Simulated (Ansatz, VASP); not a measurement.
# One calculation of LuP2, two programs

```xyz
6
Lattice="-4.6502 2.5885 0.0000 0.0000 2.5885 4.3330 4.6502 2.5885 0.0000" Properties=species:S:1:pos:R:3 pbc="T T T"
Lu    0.0000    0.0000    0.0000
Lu   -2.3251    3.8827    2.1665
P    -1.1924    2.5885    0.0000
P     1.1924    2.5885    0.0000
P     3.5175    3.8827    2.1665
P     1.1326    3.8827    2.1665
```

Alike in both runs: functional r2SCAN; k mesh 5 × 5 × 5; no spin polarisation.

Ansatz relaxed the structure, and its values are those at the end. VASP's run is a single point on that final structure, the one shown.

```csv
,VASP,Ansatz
version,VASP 6.6.1,Ansatz 0.2.0
potentials or method,"VASP PAW PBE potentials, release 64 (Lu, P), cutoff 520 eV",PAW plane waves
occupations,"fermi-dirac, width 0.1 eV",fermi-dirac
valence electrons in the cell,70,70
```

Ansatz gave:

| Property | Result |
| --- | --- |
| gap on the k mesh at the Fermi level (eV) | none |
| pressure (GPa) | 0.0 |
| rms of the force components (eV/Å) | 0.001 |

Task: What did VASP give for the same quantities?

Result: gap on the k mesh at the Fermi level (eV): none; pressure (GPa): 0.4; rms of the force components (eV/Å): 0.015.

VASP's potentials were made for PBE, not for r2SCAN. A gap of «none» marks a metal or a gap that the smearing closes.

Spin-orbit coupling is off throughout.
